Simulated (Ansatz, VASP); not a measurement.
Two plane-wave programs on SiGe

```
Si Ge
1.0
     4.25216    0.00000    0.00000
    -2.12608    3.68248    0.00000
     0.00000    0.00000    5.85523
Si Ge
2 2
Direct
  0.66667 0.33333 0.87455
  0.33333 0.66667 0.37455
  0.66667 0.33333 0.50045
  0.33333 0.66667 0.00045
```

Alike in both runs: task single point; functional PBEsol; k mesh 12 × 12 × 6; occupations gaussian, width 0.03 eV; no spin polarisation.

|  | VASP | Ansatz |
| --- | --- | --- |
| version | VASP 6.6.1 | Ansatz 0.2.0 |
| potentials or method | VASP PAW PBE potentials, release 64 (Si, Ge_d), cutoff 520 eV | scalar-relativistic, plane waves, PAW |
| valence electrons in the cell | 36 | 36 |

```csv
,VASP,Ansatz,Ansatz less VASP
gap on the k mesh at the Fermi level (eV),none,none,-
pressure (GPa),-0.8,-0.8,+0.02
"traceless stress, the component that is largest in VASP (GPa)",24.50,24.52,+0.014
rms of the force components (eV/Å),1.454,1.460,+0.0062
```

VASP's potentials were made for PBE, not for PBEsol, and Ansatz warns of the same on its side. Atom by atom the forces differ by 0.006 eV/Å (rms over components). A gap of «none» marks a metal or a gap that the smearing closes.
